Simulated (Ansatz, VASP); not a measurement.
## Be16CO: VASP beside Ansatz

```
Be C O
1.0
     4.52544    0.00000    0.00000
    -2.26272    3.91914    0.00000
     0.00000    0.00000   23.47617
Be C O
16 1 1
Cartesian
  1.1314 0.6532 4.0000
  0.0000 2.6128 4.0000
  3.3941 0.6532 4.0000
  2.2627 2.6128 4.0000
  0.0000 1.3064 5.7834
  -1.1314 3.2660 5.7834
  2.2627 1.3064 5.7834
  1.1314 3.2660 5.7834
  1.1314 0.6532 7.6108
  0.0000 2.6128 7.6108
  3.3941 0.6532 7.6108
  2.2627 2.6128 7.6108
  0.0000 1.3064 9.4762
  -1.1314 3.2660 9.4762
  2.2627 1.3064 9.4762
  1.1314 3.2660 9.4762
  0.0000 1.3064 11.3362
  0.2600 1.1563 12.4566
```

Alike in both runs: task single point; functional PBE; k mesh 6 × 6 × 1; occupations gaussian, width 0.1 eV; no spin polarisation.

```csv
,VASP,Ansatz
version,VASP 6.6.1,Ansatz 0.2.0
potentials or method,"VASP PAW PBE potentials, release 64 (Be, C, O), cutoff 520 eV","scalar-relativistic, plane waves, PAW"
valence electrons in the cell,42,42
```

VASP gave:

| Property | Result |
| --- | --- |
| gap on the k mesh at the Fermi level (eV) | none |
| rms of the force components (eV/Å) | 0.398 |

**Question.** What did Ansatz give for the same quantities?

**Answer.** gap on the k mesh at the Fermi level (eV): none; rms of the force components (eV/Å): 0.373.

Atom by atom the forces differ by 0.154 eV/Å (rms over components). A gap of «none» marks a metal or a gap that the smearing closes.

Noted on VASP's run: the standard files for N, O and F lose accuracy on very short bonds.
